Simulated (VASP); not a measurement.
# Al31N32 (a cell with a defect) in VASP: a series of runs, part 2 of 3

VASP 6.6.1. Earlier steps stand in the parts before.

## (3) Single point, PBEsol

INCAR

```
SYSTEM = Al31N32
PREC = Accurate
ENCUT = 520
EDIFF = 1E-7
ISMEAR = -1
SIGMA = 0.05
LREAL = Auto
LASPH = .True.
NELM = 100
ALGO = Normal
ISIF = 2
LWAVE = .False.
LCHARG = .False.
GGA = PS
NELECT = 254.0
ISYM = 0
NBANDS = 164
```

KPOINTS

```
Automatic mesh
0
Gamma
  1 1 1
  0.25 0.25 0.25
```

POSCAR

```
Al31N32
1.0
    8.7554440000      0.0000000000      0.0000000000
    0.0000000000      8.7554440000      0.0000000000
    0.0000000000      0.0000000000      8.7554440000
Al N
31 32
Direct
    0.0001100000      0.9995290000      0.0000090000
    0.0000470000      0.9992350000      0.5004630000
    0.0000680000      0.5004310000      0.0000160000
    0.9999590000      0.4996510000      0.5000570000
    0.5007120000      0.9992520000      0.0000230000
    0.5001760000      0.9994790000      0.5000580000
    0.5001800000      0.4996520000      0.9998120000
    0.2501640000      0.2496470000      0.9996550000
    0.2498210000      0.2490410000      0.4991210000
    0.2501650000      0.7492810000      0.0005320000
    0.2509990000      0.7493250000      0.5015360000
    0.7499470000      0.2496610000      0.0003110000
    0.7497770000      0.2498650000      0.5012290000
    0.7502510000      0.7495400000      0.9990150000
    0.7491190000      0.7489930000      0.5002630000
    0.2500640000      0.9986760000      0.2499160000
    0.2499010000      0.0001680000      0.7502590000
    0.2508740000      0.4991050000      0.2508510000
    0.2509480000      0.5006160000      0.7490960000
    0.7503130000      0.0002810000      0.2497660000
    0.7502590000      0.9983850000      0.7502100000
    0.7492970000      0.5007560000      0.2510390000
    0.7486530000      0.5005230000      0.7483740000
    0.9996300000      0.2496230000      0.2499950000
    0.0004420000      0.2495820000      0.7499960000
    0.0007810000      0.7493980000      0.2499340000
    0.9990680000      0.7495320000      0.7501990000
    0.4993300000      0.2493480000      0.2501070000
    0.5011910000      0.2498510000      0.7494530000
    0.5016410000      0.7491850000      0.2510880000
    0.5006150000      0.7488620000      0.7486940000
    0.1251850000      0.1245630000      0.1250630000
    0.1236050000      0.1231780000      0.6254560000
    0.1244650000      0.6245590000      0.1242700000
    0.1244980000      0.6253510000      0.6257890000
    0.6254460000      0.1234350000      0.1236690000
    0.6260120000      0.1237040000      0.6258850000
    0.6258780000      0.6253110000      0.1244750000
    0.6381680000      0.6388430000      0.6375140000
    0.3748490000      0.3742650000      0.1244770000
    0.3604300000      0.3593310000      0.6387030000
    0.3752270000      0.8756440000      0.1240670000
    0.3746360000      0.8760960000      0.6260480000
    0.8764200000      0.3745860000      0.1240040000
    0.8760100000      0.3743100000      0.6257570000
    0.8755830000      0.8747780000      0.1249540000
    0.8768540000      0.8761660000      0.6252210000
    0.3745440000      0.1235010000      0.3744370000
    0.3750600000      0.1234170000      0.8767950000
    0.3622670000      0.6385760000      0.3623500000
    0.3748790000      0.6252960000      0.8757040000
    0.8768600000      0.1234420000      0.3749540000
    0.8754060000      0.1245660000      0.8753850000
    0.8761040000      0.6254180000      0.3746550000
    0.8765130000      0.6245010000      0.8764500000
    0.1244490000      0.3741730000      0.3746580000
    0.1240890000      0.3745320000      0.8764660000
    0.1241700000      0.8757750000      0.3750650000
    0.1250800000      0.8747260000      0.8755100000
    0.6389680000      0.3598340000      0.3610020000
    0.6257790000      0.3743770000      0.8756510000
    0.6261920000      0.8761230000      0.3744880000
    0.6252700000      0.8760690000      0.8766930000
```

Potentials or basis: VASP PAW PBE potentials, release 64 (Al, N).

The run is started by

```
$ cat potpaw_PBE.64/Al/POTCAR potpaw_PBE.64/N/POTCAR > POTCAR
$ mpirun -np 1 vasp_std > vasp.out
```

OUTCAR:

```text
SYSTEM = Al31N32
   PREC = Accurate
   ENCUT = 520
   EDIFF = 1E-7
   ISMEAR = -1
   LREAL = Auto
   LASPH = .True.
   NELM = 100
   ISIF = 2
   GGA = PS
   NELECT = 254.0
   ISYM = 0

 ion  position               nearest neighbor table
   1  0.000  1.000  0.000-  46 1.89  59 1.89  53 1.89  32 1.90  17 3.09  20 3.09  21 3.09  27 3.09
                            14 3.09  16 3.09  26 3.10  25 3.10  24 3.10   8 3.10  12 3.10  10 3.10
   2  0.000  0.999  0.500-  47 1.88  33 1.88  52 1.89  58 1.89  27 3.09  21 3.09   9 3.09  17 3.09
                            25 3.09  26 3.10  20 3.10  16 3.10  24 3.10  11 3.10  13 3.10  15 3.10
[... 920 lines left out ...]
  in kB       33.5317998     33.8406326     33.3951704     -0.3090544     -0.5065152     -0.7748671
  external PRESSURE =      33.5892009 kB  Pullay stress =       0.0000000 kB

 VOLUME and BASIS-vectors are now :
 -----------------------------------------------------------------------------
  energy-cutoff  :      520.00
  volume of cell :      671.17
      direct lattice vectors                 reciprocal lattice vectors
     8.755444000  0.000000000  0.000000000     0.114214653  0.000000000  0.000000000
     0.000000000  8.755444000  0.000000000     0.000000000  0.114214653  0.000000000
     0.000000000  0.000000000  8.755444000     0.000000000  0.000000000  0.114214653

 POSITION                                       TOTAL-FORCE (eV/Angst)
 -----------------------------------------------------------------------------------
      0.00096      8.75132      0.00008         0.037401      0.047083      0.034741
      0.00041      8.74875      4.38178         0.045574      0.046181     -0.094023
      0.00060      4.38150      0.00014         0.043656     -0.172786      0.043904
      8.75509      4.37467      4.37822         0.056739      0.007826      0.004140
      4.38396      8.74889      0.00020        -0.115998      0.045637      0.043978
      4.37926      8.75088      4.37823         0.006033      0.060408      0.004995
[... 55 lines left out ...]
      5.48259      7.67085      3.27881         0.002648     -0.051099      0.027612
      5.47452      7.67037      7.67584         0.049729     -0.069093     -0.068492
 -----------------------------------------------------------------------------------
    total drift:                                0.002223      0.019782     -0.001792

  FREE ENERGIE OF THE ION-ELECTRON SYSTEM (eV)
  ---------------------------------------------------
  free  energy   TOTEN  =      -479.2803150658 eV

  energy  without entropy=     -479.1369887355  energy(sigma->0) =     -479.20865190
```

Run time: 20 min. Hardware: 1 thread of Intel Xeon Platinum 8488C (Sapphire Rapids), shared host; peak memory 0.82 GiB.

What came out:

| Property | Result |
| --- | --- |
| Free energy | -479.2803 eV |
| Largest force | 0.240 eV/Å |

Forces in eV/Å, atoms in the order of the input:
```
Al   0.037  0.047  0.035
Al   0.046  0.046 -0.094
Al   0.044 -0.173  0.044
Al   0.057  0.008  0.004
Al  -0.116  0.046  0.044
Al   0.006  0.060  0.005
Al   0.004  0.008  0.056
Al   0.010  0.032 -0.008
Al   0.067  0.077 -0.015
Al   0.059  0.054  0.038
Al   0.015 -0.015 -0.070
Al   0.063  0.062  0.048
Al  -0.003  0.038 -0.066
Al   0.005  0.014  0.100
Al   0.111  0.086 -0.195
Al   0.023  0.004  0.010
Al   0.044  0.049  0.053
Al   0.097  0.006  0.092
Al   0.020 -0.099  0.017
Al   0.050  0.044  0.043
Al   0.022  0.103  0.015
Al   0.015 -0.102  0.008
Al   0.066 -0.184  0.072
Al  -0.003  0.034  0.003
Al   0.051  0.058  0.060
Al   0.039  0.048  0.054
Al   0.100  0.019  0.005
Al  -0.003  0.088  0.070
Al  -0.069  0.041  0.007
Al  -0.079 -0.009  0.005
Al  -0.192  0.071  0.105
N   -0.027 -0.035 -0.021
N   -0.039 -0.044 -0.004
N   -0.066  0.030 -0.062
N   -0.063  0.008  0.002
N    0.003 -0.052 -0.042
N    0.001 -0.066  0.001
N    0.003  0.008 -0.063
N    0.002 -0.108  0.052
N   -0.027 -0.024 -0.035
N    0.043  0.066  0.064
N    0.014 -0.012 -0.048
N    0.028 -0.053  0.002
N   -0.015  0.032 -0.046
N   -0.047  0.021  0.003
N   -0.035 -0.036 -0.038
N   -0.073 -0.073  0.042
N   -0.022 -0.035 -0.021
N    0.022 -0.048 -0.027
N   -0.059 -0.030 -0.066
N    0.019  0.011 -0.043
N   -0.028 -0.049  0.017
N   -0.036 -0.047 -0.033
N   -0.045  0.011  0.021
N   -0.058  0.070 -0.058
N   -0.036 -0.022 -0.025
N   -0.046  0.035 -0.017
N   -0.050 -0.017  0.012
N   -0.041 -0.038 -0.033
N    0.033  0.036  0.006
N    0.005  0.019 -0.044
N    0.003 -0.051  0.028
N    0.050 -0.069 -0.068
```

Levels at points of the mesh, in eV from the Fermi level:
```tsv
k point	band 123	band 124	band 125	band 126	band 127	band 128	band 129	band 130	band 131	band 132
(0.25, 0.25, 0.25)	-0.99	-0.99	-0.95	-0.25	0.00	0.01	3.33	3.34	3.36	4.26
```

Caveat: the cell carries a net charge on a neutralising background, which shifts energy and pressure; the cell is charged against a uniform background, so pressure and absolute levels hang on convention; the PAW data sets were made with another functional, which shifts forces and pressure a little.

(Continued in part 3 of 3.)
